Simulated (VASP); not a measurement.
# FeS2 (Pnnm) in VASP: single point with PBE

Aim: the single point of FeS2 with PBE.

Everything below comes from runs of VASP 6.6.1. Logs are shortened: lines on timing, memory, paths and dates and some standing lists are left out, and cuts for length are marked.

### Step 1. The cell of the first run

It takes space group Pnnm (No. 58, orthorhombic). Conventional cell: a = 4.439 Å, b = 5.410 Å, c = 3.389 Å, α = 90.00°, β = 90.00°, γ = 90.00°. Fe (site symmetry 2/m) has 6 S at 2.23 to 2.24 Å within 2.9 Å. S (site symmetry m) has 6 Fe at 2.23 to 3.63 Å and 12 S at 2.28 to 3.39 Å within 3.7 Å.

### Step 2. Single point, PBE

Contents of POSCAR:

```
FeS2
1.0
    4.4389108205      0.0000000000      0.0000000000
    0.0000000000      5.4098083825      0.0000000000
    0.0000000000      0.0000000000      3.3893410066
Fe S
2 4
Direct
    0.0000000000      0.0000000000      0.0000000000
    0.5000000000      0.5000000000      0.5000000000
    0.2062737188      0.3751857004      0.0000000000
    0.2937262812      0.8751857004      0.5000000000
    0.7937262812      0.6248142996      0.0000000000
    0.7062737188      0.1248142996      0.5000000000
```

Contents of INCAR.step1:

```
SYSTEM = FeS2
ALGO = Normal
EDIFF = 1E-6
ENCUT = 520
GGA = PE
GGA_COMPAT = .FALSE.
ISIF = 2
ISMEAR = 0
LASPH = .TRUE.
LCHARG = .TRUE.
LMAXMIX = 4
LORBIT = 11
LREAL = .FALSE.
LWAVE = .FALSE.
NBANDS = 29
NEDOS = 2001
NELM = 120
PREC = Accurate
SIGMA = 0.05
```

Contents of KPOINTS.step1:

```
k-points
0
G
  6 4 8
  0 0 0
```

Contents of INCAR.step2:

```
SYSTEM = FeS2
ALGO = Normal
EDIFF = 1E-6
ENCUT = 520
GGA = PE
GGA_COMPAT = .FALSE.
ICHARG = 11
ISIF = 2
ISMEAR = -5
LASPH = .TRUE.
LCHARG = .FALSE.
LMAXMIX = 4
LORBIT = 11
LREAL = .FALSE.
LWAVE = .FALSE.
NBANDS = 29
NEDOS = 2001
NELM = 120
PREC = Accurate
SIGMA = 0.05
```

Contents of KPOINTS.step2:

```
k-points
0
G
  9 6 12
  0 0 0
```

Potentials or basis: VASP PAW PBE potentials, release 64 (Fe, S).

On the command line:

```
> cat potpaw_PBE.64/Fe/POTCAR potpaw_PBE.64/S/POTCAR > POTCAR
> cp INCAR.step1 INCAR
> cp KPOINTS.step1 KPOINTS
> mpirun -np 1 vasp_std > vasp.out
> cp INCAR.step2 INCAR
> cp KPOINTS.step2 KPOINTS
> mpirun -np 1 vasp_std > vasp.out
```

OUTCAR:

```text
SYSTEM = FeS2
   EDIFF = 1E-6
   ENCUT = 520
   GGA = PE
   ICHARG = 11
   ISIF = 2
   ISMEAR = -5
   LASPH = .TRUE.
   LORBIT = 11
   LREAL = .FALSE.
   NELM = 120
   PREC = Accurate

 ion  position               nearest neighbor table
   1  0.000  0.000  0.000-   3 2.23   5 2.23   4 2.24   6 2.24   4 2.24   6 2.24
   2  0.500  0.500  0.500-   4 2.23   6 2.23   5 2.24   3 2.24   3 2.24   5 2.24
   3  0.206  0.375  0.000-   1 2.23   2 2.24   2 2.24   5 2.28
   4  0.294  0.875  0.500-   2 2.23   1 2.24   1 2.24   6 2.28
   5  0.794  0.625  0.000-   1 2.23   2 2.24   2 2.24   3 2.28
   6  0.706  0.125  0.500-   2 2.23   1 2.24   1 2.24   4 2.28

  LATTYP: Found a simple orthorhombic cell.
 ALAT       =     3.3893410066
 B/A-ratio  =     1.3096678121
 C/A-ratio  =     1.5961239580

  Lattice vectors:

 A1 = (   0.0000000000,   0.0000000000,   3.3893410066)
 A2 = (   4.4389108205,   0.0000000000,   0.0000000000)
 A3 = (   0.0000000000,   5.4098083825,   0.0000000000)

Analysis of symmetry for initial positions (statically):
=====================================================================
 Subroutine PRICEL returns:
 Original cell was already a primitive cell.

 Routine SETGRP: Setting up the symmetry group for a
 simple orthorhombic supercell.

 Subroutine GETGRP returns: Found  8 space group operations
 (whereof  4 operations were pure point group operations)
 out of a pool of  8 trial point group operations.

The static configuration has the point symmetry C_2h.
 The point group associated with its full space group is D_2h.

Analysis of symmetry for dynamics (positions and initial velocities):
=====================================================================
 Subroutine PRICEL returns:
 Original cell was already a primitive cell.

 Routine SETGRP: Setting up the symmetry group for a
 simple orthorhombic supercell.

 Subroutine GETGRP returns: Found  8 space group operations
 (whereof  4 operations were pure point group operations)
 out of a pool of  8 trial point group operations.

The dynamic configuration has the point symmetry C_2h.
 The point group associated with its full space group is D_2h.

 Subroutine INISYM returns: Found  8 space group operations
 (whereof  4 operations are pure point group operations),
 and found     1 'primitive' translations

----------------------------------------------------------------------------------------

                                     Primitive cell

  volume of cell :      81.3905

  direct lattice vectors                    reciprocal lattice vectors
     4.438910821  0.000000000  0.000000000     0.225280489  0.000000000  0.000000000
     0.000000000  5.409808382  0.000000000     0.000000000  0.184849431  0.000000000
     0.000000000  0.000000000  3.389341007     0.000000000  0.000000000  0.295042605

  length of vectors
     4.438910821  5.409808382  3.389341007     0.225280489  0.184849431  0.295042605

  position of ions in fractional coordinates (direct lattice)
     0.000000000  0.000000000  0.000000000
     0.500000000  0.500000000  0.500000000
     0.206273719  0.375185700  0.000000000
     0.293726281  0.875185700  0.500000000
     0.793726281  0.624814300  0.000000000
     0.706273719  0.124814300  0.500000000

  ion indices of the primitive-cell ions
   primitive index   ion index
                 1           1
                 2           2
                 3           3
                 4           4
                 5           5
                 6           6

----------------------------------------------------------------------------------------

 KPOINTS: k-points

Automatic generation of k-mesh.
 Grid dimensions read from file:
 generate k-points for:    9    6   12

 Generating k-lattice:

  Cartesian coordinates                     Fractional coordinates (reciprocal lattice)
     0.025031165  0.000000000  0.000000000     0.111111111  0.000000000  0.000000000
     0.000000000  0.030808238  0.000000000     0.000000000  0.166666667  0.000000000
     0.000000000  0.000000000  0.024586884     0.000000000  0.000000000  0.083333333

  Length of vectors
     0.025031165  0.030808238  0.024586884

  Shift w.r.t. Gamma in fractional coordinates (k-lattice)
     0.000000000  0.000000000  0.000000000

 TETIRR: Found   1944 inequivalent tetrahedra from     3888

 Subroutine IBZKPT returns following result:
 ===========================================

 Found    140 irreducible k-points:

 Following reciprocal coordinates:
            Coordinates               Weight
  0.000000  0.000000  0.000000      1.000000
  0.111111  0.000000  0.000000      2.000000
  0.222222  0.000000  0.000000      2.000000
  0.333333  0.000000  0.000000      2.000000
  0.444444  0.000000  0.000000      2.000000
  0.000000  0.166667  0.000000      2.000000
[... 16 lines left out ...]
  0.222222  0.000000  0.083333      4.000000
  0.333333  0.000000  0.083333      4.000000
 [... further k-points ...]
   k-points           NKPTS =    140   k-points in BZ     NKDIM =    140   number of bands    NBANDS=     29
   number of dos      NEDOS =   2001   number of ions     NIONS =      6
   total plane-waves  NPLWV =  40320
   dimension x,y,z NGX =    36 NGY =   40 NGZ =   28
   dimension x,y,z NGXF=    72 NGYF=   80 NGZF=   56
   ions per type =               2   4
   NGX,Y,Z   is equivalent  to a cutoff of  13.48, 12.29, 13.73 a.u.
   NGXF,Y,Z  is equivalent  to a cutoff of  26.97, 24.58, 27.47 a.u.
 SYSTEM =  FeS2
   PREC   = accura    normal or accurate (medium, high low for compatibility)
   ISTART =      0    job   : 0-new  1-cont  2-samecut
   ICHARG =     11    charge: 1-file 2-atom 10-const
   ISPIN  =      1    spin polarized calculation?
   LNONCOLLINEAR =      F non collinear calculations
   LSORBIT =      F    spin-orbit coupling
   LASPH  =      T    aspherical Exc in radial PAW
   ENCUT  =  520.0 eV  38.22 Ry    6.18 a.u.   8.25 10.06  6.30*2*pi/ulx,y,z
   NELM   =    120;   NELMIN=  2; NELMDL=  0     # of ELM steps
   EDIFF  = 0.1E-05   stopping-criterion for ELM
   LREAL  =      F    real-space projection
   EDIFFG = 0.1E-04   stopping-criterion for IOM
   NSW    =      0    number of steps for IOM
   IBRION =     -1    ionic relax: 0-MD 1-quasi-New 2-CG
   NFREE  =      0    steps in history (QN), initial steepest desc. (CG)
   ISIF   =      2    stress and relaxation
   ISYM   =      2    0-nonsym 1-usesym 2-fastsym
   POTIM  = 0.5000    time-step for ionic-motion
   TEBEG  =    0.0;   TEEND  =   0.0 temperature during run
   PSTRESS=    0.0 pullay stress
   NELECT =      40.0000    total number of electrons
   NUPDOWN=      -1.0000    fix difference up-down
   EMIN   =  10.00;   EMAX   =-10.00  energy-range for DOS
   EFERMI =   0.00;   METHOD = LEGACY
   ISMEAR =    -5;   SIGMA  =   0.05  broadening in eV -4-tet -1-fermi 0-gaus
   EFERMI_NEDOS =   21; number of points for ismear=-14 and -15
   IALGO  =     38    algorithm
   IMIX   =      4    mixing-type and parameters
     AMIX     =   0.40;   BMIX     =  1.00
     AMIX_MAG =   1.60;   BMIX_MAG =  1.00
  volume/ion in A,a.u.               =      13.57        91.54
  Fermi-wavevector in a.u.,A,eV,Ry     =   1.291924  2.441382 22.709044  1.669068
  Thomas-Fermi vector in A             =   2.423664
   LORBIT       =     11    0 simple, 1 ext, 2 COOP (PROOUT), +10 PAW based schemes
   GGA     = PE    functional components
   LHFCALC =     F    Hartree Fock is set to
   AEXX    =    0.0000 exact exchange contribution
   IVDW    =     0    specifies the selected vdW correction
   LEPSILON=     F    determine dielectric tensor
   LRPA    =     F    only Hartree local field effects (RPA)
 non-spin polarized calculation
 Fermi weights with tetrahedron method with Bloechl corrections
  energy-cutoff  :      520.00
  volume of cell :       81.39
 maximum number of plane-waves:      2214
 NGX is ok and might be reduce to    36

 number of electron      39.9999996 magnetization

 Free energy of the ion-electron system (eV)
  ---------------------------------------------------
  ext. energy  EPLUGINS =         0.00000000
  ---------------------------------------------------
  free energy    TOTEN  =       -36.10493967 eV

  energy without entropy =      -36.10493967  energy(sigma->0) =      -36.10493967

 E-fermi :   7.7307     XC(G=0): -11.7171

 val. band max:        7.7172219466   @ k =   0.4444   0.0000   0.0000
 cond. band min:       8.5785387353   @ k =   0.0000   0.5000   0.5000
 fundamental gap:      0.8613167887
 Fermi energy:         7.7306931191

 k-point     1 :       0.0000    0.0000    0.0000
  band No.  band energies     occupation
      1      -8.9464      2.00000
      2      -6.5447      2.00000
      3      -4.7942      2.00000
      4      -4.0629      2.00000
      5       0.1304      2.00000
      6       1.6428      2.00000
[... 21 lines left out ...]
     28      13.5091      0.00000
     29      15.3614      0.00000

 k-point     2 :       0.1111    0.0000    0.0000
  band No.  band energies     occupation
      1      -8.8705      2.00000
      2      -6.5310      2.00000
      3      -4.8042      2.00000
      4      -4.3361      2.00000
      5       0.5149      2.00000
      6       1.4630      2.00000
[... 21 lines left out ...]
     28      13.7018      0.00000
     29      14.8926      0.00000

 k-point     3 :       0.2222    0.0000    0.0000
  band No.  band energies     occupation
      1      -8.6455      2.00000
      2      -6.5416      2.00000
      3      -4.8782      2.00000
      4      -4.8447      2.00000
      5       0.7989      2.00000
      6       0.9602      2.00000
[... 638 lines left out ...]
      5       0.8230      2.00000
      6       0.9993      2.00000
[... 21 lines left out ...]
     28      14.2361      0.00000
     29      14.4594      0.00000

 k-point    24 :       0.3333    0.0000    0.0833
  band No.  band energies     occupation
      1      -8.2269      2.00000
      2      -6.7386      2.00000
      3      -5.2007      2.00000
      4      -4.9161      2.00000
      5       0.3518      2.00000
      6       0.6047      2.00000
[... 21 lines left out ...]
     28      13.7671      0.00000
     29      14.6508      0.00000

 [... further k-points ...]

------------------------ aborting loop because EDIFF is reached ----------------------------------------

  FORCE on cell =-STRESS in cart. coord.  units (eV):
  Direction    XX          YY          ZZ          XY          YZ          ZX
  --------------------------------------------------------------------------------------
  -------------------------------------------------------------------------------------
  Total       -0.0087992      0.0566719      0.1318270      0.0000000      0.0000000      0.0000000
  in kB       -0.1732131      1.1155898      2.5950241      0.0000000      0.0000000      0.0000000
  external PRESSURE =       1.1791336 kB  Pullay stress =       0.0000000 kB

 VOLUME and BASIS-vectors are now :
 -----------------------------------------------------------------------------
  energy-cutoff  :      520.00
  volume of cell :       81.39
      direct lattice vectors                 reciprocal lattice vectors
     4.438910821  0.000000000  0.000000000     0.225280489  0.000000000  0.000000000
     0.000000000  5.409808382  0.000000000     0.000000000  0.184849431  0.000000000
     0.000000000  0.000000000  3.389341007     0.000000000  0.000000000  0.295042605

 POSITION                                       TOTAL-FORCE (eV/Angst)
 -----------------------------------------------------------------------------------
      0.00000      0.00000      0.00000         0.000000     -0.000000      0.000000
      2.21946      2.70490      1.69467         0.000000     -0.000000      0.000000
      0.91563      2.02968      0.00000        -0.055483      0.031990     -0.000000
      1.30382      4.73459      1.69467         0.055483      0.031990     -0.000000
      3.52328      3.38013      0.00000         0.055483     -0.031990      0.000000
      3.13509      0.67522      1.69467        -0.055483     -0.031990      0.000000
 -----------------------------------------------------------------------------------
    total drift:                               -0.000000     -0.000000      0.000000

  FREE ENERGIE OF THE ION-ELECTRON SYSTEM (eV)
  ---------------------------------------------------
  free  energy   TOTEN  =       -36.1049396660 eV

  energy  without entropy=      -36.1049396660  energy(sigma->0) =      -36.10493967

 total charge

# of ion       s       p       d       tot
------------------------------------------
    1        0.441   0.661   6.508   7.609
    2        0.441   0.661   6.508   7.609
    3        1.347   2.295   0.000   3.642
    4        1.347   2.295   0.000   3.642
    5        1.347   2.295   0.000   3.642
    6        1.347   2.295   0.000   3.642
--------------------------------------------------
tot          6.270  10.500  13.015  29.785
```

It took 2.2 min on 1 thread of Intel Xeon 6975P-C (Granite Rapids), shared host; peak memory 0.38 GiB.

Results:

- Valence electrons inside the program's atomic spheres: Fe 7.61; S 3.64

Levels at points of the mesh, in eV from the valence-band top:
| k point | band 18 | band 19 | band 20 | band 21 | band 22 | band 23 |
| --- | --- | --- | --- | --- | --- | --- |
| (0.00, 0.00, 0.00) | -0.76 | -0.74 | -0.44 | 1.11 | 1.40 | 2.67 |
| (0.00, 0.50, 0.00) | -0.80 | -0.32 | -0.32 | 1.09 | 1.09 | 2.45 |
| (0.00, 0.00, 0.50) | -0.87 | -0.42 | -0.42 | 1.49 | 1.49 | 1.71 |
| (0.00, 0.50, 0.50) | -1.41 | -0.39 | -0.39 | 0.86 | 0.86 | 2.29 |

Spin polarisation is off, so any magnetic state and its effect on volume and gap are missing.
